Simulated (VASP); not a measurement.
MgO, 2 atoms in the cell. Symmetry: Fm-3m, No. 225, cubic system. Conventional cell: a = 4.211 Å, b = 4.211 Å, c = 4.211 Å, α = 90.00°, β = 90.00°, γ = 90.00°. Mg (site symmetry m-3m) has 6 O at 2.11 Å within 2.8 Å. Within 2.8 Å of O (site symmetry m-3m) lie 6 Mg at 2.11 Å. 

- Program: VASP 6.6.1
- Task: single point
- Functional: PBE
- Potentials or basis: VASP PAW PBE potentials, release 64 (Mg, O)
- Cutoff: 600 eV
- k mesh: 3 × 3 × 3
- Occupations: gaussian, width 0.01 eV
- Spin: no spin polarisation
- Dipole correction: no
- Further INCAR settings: ALGO = Normal; EDIFF = 1e-06; NBANDS = 11

Potentials or basis: VASP PAW PBE potentials, release 64 (Mg, O).

Launch:

```bash
$ cat potpaw_PBE.64/Mg/POTCAR potpaw_PBE.64/O/POTCAR > POTCAR
$ mpirun -np 1 vasp_std > vasp.out
```

Hardware: 1 thread of Intel(R) Xeon(R) Platinum 8375C CPU @ 2.90GHz (Ice Lake), with other jobs on the host.

Task: Estimate the wall time of this run.

Result: Run time: 2.5 s on 1 thread of Intel(R) Xeon(R) Platinum 8375C CPU @ 2.90GHz (Ice Lake) (shared host), peak memory 0.13 GiB. Counts: scf iterations 12, k points 4.
